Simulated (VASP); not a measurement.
A run of VASP 6.6.1 is set up as follows.

The input INCAR:

```
ALGO = Normal
EDIFF = 1E-6
ENCUT = 750
GGA = PE
GGA_COMPAT = False
ISIF = 2
ISMEAR = 0
LASPH = True
LCHARG = False
LREAL = False
LWAVE = False
NBANDS = 13
NELM = 120
PREC = Accurate
SIGMA = 0.05
```

Contents of KPOINTS:

```
k-points
0
Gamma
  10 10 10
```

The input POSCAR:

```
Li2S
1.0
    0.0000000000      2.8596587195      2.8596587195
    2.8596587195      0.0000000000      2.8596587195
    2.8596587195      2.8596587195      0.0000000000
Li S
2 1
Direct
    0.2500000000      0.2500000000      0.2500000000
    0.7500000000      0.7500000000      0.7500000000
    0.0000000000      0.0000000000      0.0000000000
```

Potentials or basis: VASP PAW PBE potentials, release 64 (Li_sv, S).

The run is started by

```bash
$ cat potpaw_PBE.64/Li_sv/POTCAR potpaw_PBE.64/S/POTCAR > POTCAR
$ mpirun -np 1 vasp_std > vasp.out
```

Task: What does it give for the band gap on the k mesh?

Result: 3.40 eV, indirect (least direct gap 4.21 eV).

Task: What does it give for the pressure?

Result: -0.4 GPa.

A k mesh can miss the band edges. A hybrid or GW would open this gap; PBE tends to underestimate it.
